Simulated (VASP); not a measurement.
ScAl3: single point with PBE

ScAl3:

```
Sc Al
1.0
     4.18105    0.00000    0.00000
     0.00000    4.18105    0.00000
     0.00000    0.00000    4.18105
Sc Al
1 3
Cartesian
  0.0000 0.0000 0.0000
  2.0905 0.0000 2.0905
  0.0000 2.0905 2.0905
  2.0905 2.0905 0.0000
```

- Program: VASP 6.6.1
- Task: single point
- Functional: PBE
- Potentials or basis: VASP PAW PBE potentials, release 64 (Sc_sv, Al)
- Cutoff: 520 eV
- k mesh: 6 × 6 × 6
- Occupations: gaussian, width 0.05 eV
- Spin: no spin polarisation
- Dipole correction: no
- Further INCAR settings: ALGO = Normal; EDIFF = 1e-06; NBANDS = 18

```
Pressure               : -4.2 GPa
Band gap on the k mesh : zero (band 10 reaches 7.18 eV, above the bottom of band 11 at 3.79 eV)
```

Levels at points of the mesh, in eV from the Fermi level:
| k point | band 7 | band 8 | band 9 | band 10 | band 11 | band 12 | band 13 | band 14 |
| --- | --- | --- | --- | --- | --- | --- | --- | --- |
| (0.00, 0.00, 0.00) | -2.66 | -1.88 | -1.88 | -1.88 | 1.15 | 1.15 | 1.15 | 1.17 |
| (0.50, 0.00, 0.00) | -1.72 | -1.72 | -1.45 | 0.39 | 0.80 | 0.80 | 1.26 | 1.44 |
| (0.50, 0.50, 0.00) | -5.63 | -4.31 | -0.60 | -0.60 | 1.09 | 1.19 | 1.83 | 2.22 |
| (0.50, 0.50, 0.50) | -4.80 | -4.33 | -3.00 | -3.00 | -3.00 | 0.69 | 2.32 | 2.32 |

Wall time 19 s on 1 thread of Intel Xeon 6975P-C (shared host), peak memory 0.18 GiB.
